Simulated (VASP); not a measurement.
## NaCl: single point with PBEsol-based global hybrid with 25 % exact exchange

NaCl:

```
Cl Na
1.0
     0.00000    2.79406    2.79406
     2.79406    0.00000    2.79406
     2.79406    2.79406    0.00000
Cl Na
1 1
Cartesian
  2.7941 2.7941 2.7941
  0.0000 0.0000 0.0000
```

```json
{"Program": "VASP 6.6.1", "Task": "single point", "Functional": "PBEsol-based global hybrid with 25 % exact exchange", "Potentials or basis": "VASP PAW PBE potentials, release 64 (Cl, Na_pv)", "Cutoff": "520 eV", "k mesh": "5 × 5 × 5", "Occupations": "fermi-dirac, width 0.05 eV", "Spin": "no spin polarisation"}
```

```yaml
Pressure: -0.1 GPa
Band_gap_on_the_k_mesh: 7.17 eV
```

Levels at points of the mesh, in eV from the valence-band top:
| k point | band 5 | band 6 | band 7 | band 8 | band 9 | band 10 |
| --- | --- | --- | --- | --- | --- | --- |
| (0.00, 0.00, 0.00) | 0.00 | 0.00 | 0.00 | 7.17 | 13.31 | 13.31 |

Run time: 14 min on 1 thread of AMD EPYC 7R43 64-Core Processor (Zen 3) (shared host), peak memory 0.14 GiB.

Caveat: the PAW data sets were made with another functional, which shifts forces and pressure a little.
